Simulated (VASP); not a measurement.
Na4AgS3: single point with PBE

The system is Na4AgS3.

```
CELL_PARAMETERS angstrom
-0.00138 3.53111 3.53082
0.00739 3.53391 -3.53364
-9.96032 -0.00837 0.01249
ATOMIC_POSITIONS crystal
Na 0.86558 0.63368 0.83784
Na 0.36543 0.13545 0.16197
Na 0.36550 0.13367 0.83794
Na 0.86529 0.63545 0.16223
Ag 0.86535 0.13440 0.50000
S 0.86530 0.13606 0.26891
S 0.86560 0.13304 0.73109
S 0.36554 0.63465 0.00001
```

| Quantity | Value |
| --- | --- |
| Program | VASP 6.6.1 |
| Task | single point |
| Functional | PBE |
| Potentials or basis | VASP PAW PBE potentials, release 64 (Na_pv, Ag, S) |
| Cutoff | 520 eV |
| k mesh | 4 × 4 × 2 |
| Occupations | gaussian, width 0.2 eV |
| Spin | no spin polarisation |

```yaml
Pressure: 0.0 GPa
Largest_force: 0.021 eV/Å
Band_gap_on_the_k_mesh: zero (an odd number of electrons rules out a gap without spin polarisation)
```

Forces on the atoms (eV/Å):
```
Na   0.003  0.000  0.000
Na  -0.003  0.000  0.000
Na   0.003  0.000  0.000
Na  -0.002  0.000  0.001
Ag   0.000  0.001 -0.001
S   -0.021  0.000  0.000
S    0.021  0.000  0.000
S    0.000 -0.001 -0.001
```

Stress tensor (GPa, compression positive):
```
-0.08  0.00  0.00
 0.00  0.01  0.01
 0.00  0.01  0.01
```

Levels at points of the mesh, in eV from the Fermi level:
```
           k point  band 26  band 27  band 28  band 29  band 30  band 31  band 32  band 33
(0.00, 0.00, 0.00)    -0.29    -0.29    -0.11    -0.11     2.69     4.83     4.92     5.65
(0.50, 0.00, 0.00)    -0.56    -0.41    -0.07     0.03     4.20     4.45     5.01     5.58
(0.00, 0.50, 0.00)    -0.56    -0.41    -0.07     0.03     4.20     4.45     5.01     5.58
(0.50, 0.50, 0.00)    -0.57    -0.57    -0.48    -0.48     4.21     4.71     5.07     5.07
(0.00, 0.00, 0.50)    -0.63    -0.63     0.07     0.07     3.42     4.01     4.84     5.69
(0.50, 0.00, 0.50)    -0.55    -0.41    -0.31    -0.10     4.39     4.63     4.97     5.83
(0.00, 0.50, 0.50)    -0.55    -0.41    -0.31    -0.10     4.39     4.63     4.97     5.83
(0.50, 0.50, 0.50)    -0.57    -0.51    -0.10    -0.10     5.01     5.04     5.04     5.07
```

Run time: 4.5 min on 1 thread of Intel(R) Xeon(R) Platinum 8259CL CPU @ 2.50GHz (Skylake/Cascade Lake), with other jobs on the host, peak memory 0.44 GiB.
